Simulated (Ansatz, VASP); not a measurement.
**NaI in VASP and in Ansatz**

```xyz
2
Lattice="0.0000 3.1879 3.2849 3.1879 0.0000 3.2849 3.1879 3.1879 0.0000" Properties=species:S:1:pos:R:3 pbc="T T T"
Na    0.0000    0.0000    0.0000
I     3.1879    3.1879    3.2849
```

Change from the starting cell: strain -0.015 along x and y, +0.015 along z, atoms carried along.

Alike in both runs: task single point; functional PBEsol; k mesh 6 × 6 × 6; occupations gaussian, width 0.05 eV; no spin polarisation.

```csv
,VASP,Ansatz
version,VASP 6.6.1,Ansatz 0.2.0
potentials or method,"VASP PAW PBE potentials, release 64 (Na_pv, I), cutoff 520 eV","scalar-relativistic, plane waves, PAW"
valence electrons in the cell,14,26
```

```tsv
	VASP	Ansatz	Ansatz less VASP
gap on the k mesh at the Fermi level (eV)	3.53	3.53	+0.004
least direct gap on the mesh (eV)	3.53	3.53	+0.004
pressure (GPa)	-0.2	-0.2	-0.03
traceless stress, the component that is largest in VASP (GPa)	-0.50	-0.49	+0.007
```

VASP's potentials were made for PBE, not for PBEsol. The functional is the same, so the differences come from potentials, cutoffs and numerics. VASP's potentials hold 14 valence electrons a cell and Ansatz's 26, so a difference there can come from the potentials and not from the codes.

Neither program's run includes spin-orbit coupling.
